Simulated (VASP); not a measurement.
# O2 in VASP: notebook, part 2 of 2

VASP 6.6.1.

## Step 5: Relaxation of the atoms, PBE, collinear spin, ferromagnetic start

INCAR reads:

```
  PREC = Accurate
  ENCUT = 520
  EDIFF = 1E-6
  ISMEAR = 0
  SIGMA = 0.01
  LREAL = F
  LASPH = T
  NELM = 150
  ALGO = Normal
  ISIF = 2
  LWAVE = F
  LCHARG = F
  ISPIN = 2
  MAGMOM = 1 1
  LORBIT = 11
  NUPDOWN = 2.0
  GGA = PE
  IBRION = 2
  NSW = 80
  EDIFFG = -0.01
```

KPOINTS reads:

```
Automatic mesh
0
Gamma
  1 1 1
```

POSCAR reads:

```
O
1.0
   12.0000000000      0.0000000000      0.0000000000
    0.0000000000     12.5000000000      0.0000000000
    0.0000000000      0.0000000000     13.0000000000
O
2
Direct
    0.4500000000      0.4700000000      0.4526923077
    0.4500000000      0.4700000000      0.5473076923
```

Potentials or basis: VASP PAW PBE potentials, release 64 (O).

Run with:

```console
> cat potpaw_PBE.64/O/POTCAR > POTCAR
> mpirun -np 1 vasp_gam > vasp.out
```

OUTCAR:

```text
PREC = Accurate
   ENCUT = 520
   EDIFF = 1E-6
   ISMEAR = 0
   LREAL = F
   LASPH = T
   NELM = 150
   ISIF = 2
   ISPIN = 2
   LORBIT = 11
   NUPDOWN = 2.0
   GGA = PE
   IBRION = 2
   NSW = 80
   EDIFFG = -0.01

 ion  position               nearest neighbor table
   1  0.450  0.470  0.453-   2 1.23
   2  0.450  0.470  0.547-   1 1.23

  LATTYP: Found a simple orthorhombic cell.
 ALAT       =    12.0000000000
 B/A-ratio  =     1.0416666667
 C/A-ratio  =     1.0833333333

  Lattice vectors:

 A1 = (  12.0000000000,   0.0000000000,   0.0000000000)
 A2 = (   0.0000000000,  12.5000000000,   0.0000000000)
 A3 = (   0.0000000000,   0.0000000000,  13.0000000000)

Analysis of symmetry for initial positions (statically):
=====================================================================
 Subroutine PRICEL returns:
[... 257 lines left out ...]
 k-point     1 :       0.0000    0.0000    0.0000
  band No.  band energies     occupation
      1     -32.4935      1.00000
      2     -20.6341      1.00000
      3     -13.3767      1.00000
      4     -13.2753      1.00000
      5     -13.2753      1.00000
      6      -6.9617      1.00000
      7      -6.9617      1.00000
      8      -0.2574      0.00000
      9       0.4875      0.00000
     10       0.5849      0.00000
     11       0.7371      0.00000
 Fermi energy:       -11.2916754071

 spin component 2

 k-point     1 :       0.0000    0.0000    0.0000
  band No.  band energies     occupation
      1     -31.2789      1.00000
      2     -18.8373      1.00000
      3     -12.4818      1.00000
      4     -11.4110      1.00000
      5     -11.4110      1.00000
      6      -4.6572      0.00000
      7      -4.6572      0.00000
      8      -0.1682      0.00000
      9       0.6550      0.00000
     10       0.6617      0.00000
     11       0.8122      0.00000
[... 27 lines left out ...]
  FREE ENERGIE OF THE ION-ELECTRON SYSTEM (eV)
  ---------------------------------------------------
  free  energy   TOTEN  =        -9.8845778012 eV

  energy  without entropy=       -9.8845778012  energy(sigma->0) =       -9.88457780

 reached required accuracy - stopping structural energy minimisation

 total charge

# of ion       s       p       d       tot
------------------------------------------
    1        1.611   3.276   0.000   4.887
    2        1.611   3.276   0.000   4.887
--------------------------------------------------
tot          3.223   6.552   0.000   9.774

 magnetization (x)

# of ion       s       p       d       tot
------------------------------------------
    1        0.010   0.801   0.000   0.811
    2        0.010   0.801   0.000   0.811
--------------------------------------------------
tot          0.020   1.602   0.000   1.622
```

OSZICAR:

```text
N       E                     dE             d eps       ncg     rms          rms(c)
DAV:   1     0.130817777528E+03    0.13082E+03   -0.24128E+03    60   0.513E+02
DAV:   2     0.360084989064E+02   -0.94809E+02   -0.94362E+02    77   0.111E+02
[... 47 lines left out ...]
DAV:   8    -0.988455199333E+01   -0.10325E-04   -0.21456E-07    47   0.287E-03    0.703E-04
DAV:   9    -0.988456481165E+01   -0.12818E-04   -0.67104E-07    47   0.406E-03    0.288E-04
DAV:  10    -0.988456843931E+01   -0.36277E-05   -0.11601E-07    47   0.165E-03    0.225E-04
DAV:  11    -0.988457387096E+01   -0.54316E-05   -0.22747E-07    47   0.202E-03    0.121E-04
DAV:  12    -0.988457686780E+01   -0.29968E-05   -0.84341E-08    44   0.131E-03    0.889E-05
DAV:  13    -0.988457780120E+01   -0.93340E-06   -0.66057E-09    44   0.609E-04
   3 F= -.98845778E+01 E0= -.98845778E+01  d E =-.367628E-03  mag=     2.0000
```

Run time: 9.7 min. Hardware: 1 thread of Intel Xeon Platinum 8259CL at 2.50GHz (Skylake/Cascade Lake), shared host; peak memory 1.9 GiB.

What came out:

```
Free energy                                           : -9.8846 eV
Energy gained by relaxing                             : 0.2 meV/atom
Ionic steps                                           : 3
Net moment                                            : 2.00 μB per cell
Site moments                                          : O +0.81 μB
Valence electrons inside the program's atomic spheres : O 4.89
```

The path:
```
step  energy change (eV)  largest force (eV/Å)  pressure (GPa)
   1              0.0000                0.2321            0.00
   2              0.0123                1.2909           -0.05
   3             -0.0004                0.0005           -0.01
```

Final structure:
```
O
1.0
    12.00000    0.00000    0.00000
     0.00000   12.50000    0.00000
     0.00000    0.00000   13.00000
O
2
Direct
  0.45000 0.47000 0.45257
  0.45000 0.47000 0.54743
```

Caveat: the standard files for N, O and F lose accuracy on very short bonds; the total moment is fixed, so each spin has its own Fermi level.

## Step 6: Relaxation of the atoms, LDA, collinear spin, ferromagnetic start

INCAR reads:

```
SYSTEM = O
PREC = Accurate ; ENCUT = 520
EDIFF = 1E-6 ; ISMEAR = 0
SIGMA = 0.01 ; LREAL = .FALSE.
LASPH = .TRUE. ; NELM = 150
ALGO = Normal ; ISIF = 2
LWAVE = .FALSE. ; LCHARG = .FALSE.
ISPIN = 2 ; MAGMOM = 1 1
LORBIT = 11 ; NUPDOWN = 2.0
GGA = CA ; IBRION = 2
NSW = 80 ; EDIFFG = -0.01
```

KPOINTS reads:

```
regular mesh
0
G
  1 1 1
  0 0 0
```

POSCAR is that of step 5.

Potentials or basis: VASP PAW LDA potentials, release 64 (O).

Run with:

```console
> cat potpaw_LDA.64/O/POTCAR > POTCAR
> mpirun -np 1 vasp_gam > vasp.out
```

OUTCAR:

```text
SYSTEM = O
   PREC = Accurate
   ENCUT = 520
   EDIFF = 1E-6
   ISMEAR = 0
   LREAL = .FALSE.
   LASPH = .TRUE.
   NELM = 150
   ISIF = 2
   ISPIN = 2
   LORBIT = 11
   NUPDOWN = 2.0
   GGA = CA
   IBRION = 2
   NSW = 80
   EDIFFG = -0.01

 ion  position               nearest neighbor table
   1  0.450  0.470  0.453-   2 1.23
   2  0.450  0.470  0.547-   1 1.23

  LATTYP: Found a simple orthorhombic cell.
 ALAT       =    12.0000000000
 B/A-ratio  =     1.0416666667
 C/A-ratio  =     1.0833333333

  Lattice vectors:

 A1 = (  12.0000000000,   0.0000000000,   0.0000000000)
 A2 = (   0.0000000000,  12.5000000000,   0.0000000000)
 A3 = (   0.0000000000,   0.0000000000,  13.0000000000)

Analysis of symmetry for initial positions (statically):
=====================================================================
 Subroutine PRICEL returns:
[... 258 lines left out ...]
  band No.  band energies     occupation
      1     -32.7834      1.00000
      2     -20.2978      1.00000
      3     -13.6807      1.00000
      4     -13.5490      1.00000
      5     -13.5489      1.00000
      6      -6.9438      1.00000
      7      -6.9438      1.00000
      8      -0.1866      0.00000
      9       0.6029      0.00000
     10       0.6125      0.00000
     11       0.7956      0.00000
 Fermi energy:       -11.8539900329

 spin component 2

 k-point     1 :       0.0000    0.0000    0.0000
  band No.  band energies     occupation
      1     -31.5566      1.00000
      2     -18.6753      1.00000
      3     -12.5935      1.00000
      4     -11.9028      1.00000
      5     -11.9028      1.00000
      6      -4.9785      0.00000
      7      -4.9785      0.00000
      8      -0.1516      0.00000
      9       0.6541      0.00000
     10       0.6838      0.00000
     11       0.8202      0.00000
[... 27 lines left out ...]
  FREE ENERGIE OF THE ION-ELECTRON SYSTEM (eV)
  ---------------------------------------------------
  free  energy   TOTEN  =       -10.4762180297 eV

  energy  without entropy=      -10.4762180297  energy(sigma->0) =      -10.47621803

 reached required accuracy - stopping structural energy minimisation

 total charge

# of ion       s       p       d       tot
------------------------------------------
    1        1.602   3.289   0.000   4.890
    2        1.602   3.289   0.000   4.890
--------------------------------------------------
tot          3.203   6.578   0.000   9.781

 magnetization (x)

# of ion       s       p       d       tot
------------------------------------------
    1        0.008   0.799   0.000   0.806
    2        0.008   0.799   0.000   0.806
--------------------------------------------------
tot          0.016   1.597   0.000   1.613
```

CONTCAR:

```text
O
   1.00000000000000
    12.0000000000000000    0.0000000000000000    0.0000000000000000
     0.0000000000000000   12.5000000000000000    0.0000000000000000
     0.0000000000000000    0.0000000000000000   13.0000000000000000
  O
     2
Direct
     0.4500000000000028    0.4699999999999989    0.4530427064972148
     0.4500000000000028    0.4699999999999989    0.5469572935027852

  0.00000000E+00  0.00000000E+00  0.00000000E+00
  0.00000000E+00  0.00000000E+00  0.00000000E+00
```

Run time: 4.7 min. Hardware: 1 thread of Intel Xeon Platinum 8259CL at 2.50GHz (Skylake/Cascade Lake), shared host; peak memory 1.2 GiB.

Results:

| Quantity | Value |
| --- | --- |
| Free energy | -10.4762 eV |
| Energy gained by relaxing | 1.5 meV/atom |
| Ionic steps | 3 |
| Largest force after relaxing | 0.009 eV/Å |
| Net moment | 2.00 μB per cell |
| Site moments | O +0.81 μB |
| Valence electrons inside the program's atomic spheres | O 4.89 |

Forces on the atoms (eV/Å):
```
O    0.000  0.000 -0.009
O    0.000  0.000  0.009
```

The path:
```tsv
step	energy change (eV)	largest force (eV/Å)	pressure (GPa)
1	0.0000	0.6767	-0.03
2	0.1392	5.4278	0.17
3	-0.0031	0.0088	-0.01
```

Final structure:
```cif
data_structure
_symmetry_space_group_name_H-M 'P 1'
_symmetry_Int_Tables_number 1
_cell_length_a 12.0000
_cell_length_b 12.5000
_cell_length_c 13.0000
_cell_angle_alpha 90.000
_cell_angle_beta 90.000
_cell_angle_gamma 90.000
_cell_volume 1950.00
loop_
_atom_site_label
_atom_site_type_symbol
_atom_site_fract_x
_atom_site_fract_y
_atom_site_fract_z
_atom_site_occupancy
O1 O 0.45000 0.47000 0.45304 1
O2 O 0.45000 0.47000 0.54696 1
```

Caveat: the standard files for N, O and F lose accuracy on very short bonds; the total moment is fixed, so each spin has its own Fermi level.

## Step 7: Summary

```csv
task,level,potentials or basis,cell,cutoff (eV),grid for exact exchange (PRECFOCK),share of exact exchange,screening parameter,moment (μB),largest force (eV/Å)
single point,PBEsol,"VASP PAW PBE potentials, release 64 (O_h)","as given, atomic positions A",910,-,-,-,2.00,0.14
single point,LDA,"VASP PAW LDA potentials, release 64 (O_h)","as given, atomic positions A",910,-,-,-,2.00,0.39
single point,HSE06,"VASP PAW PBE potentials, release 64 (O)","as given, atomic positions B",520,Normal,0.25,0.2079 1/Å,2.00,1.69
relaxation of the atoms,PBE,"VASP PAW PBE potentials, release 64 (O)","atoms relaxed, atomic positions C",520,-,-,-,2.00,-
relaxation of the atoms,LDA,"VASP PAW LDA potentials, release 64 (O)","atoms relaxed, atomic positions C",520,-,-,-,2.00,0.01
```

Alike in all rows: spin collinear, ferromagnetic start; fixed moment (μB) 2.0; k mesh 1 × 1 × 1; smearing gaussian 0.01 eV.

Caveats: the total moment is fixed, so each spin has its own Fermi level; the standard files for N, O and F lose accuracy on very short bonds (at least some runs); the cutoff is under 1.25 times the usual one of these potentials, so pressure, stress and relaxed cells hold a basis-set (Pulay) error (at least some runs); the PAW data sets were made with another functional, which shifts forces and pressure a little (at least some runs).

Absolute energies hang on the potentials; compare differences alone.
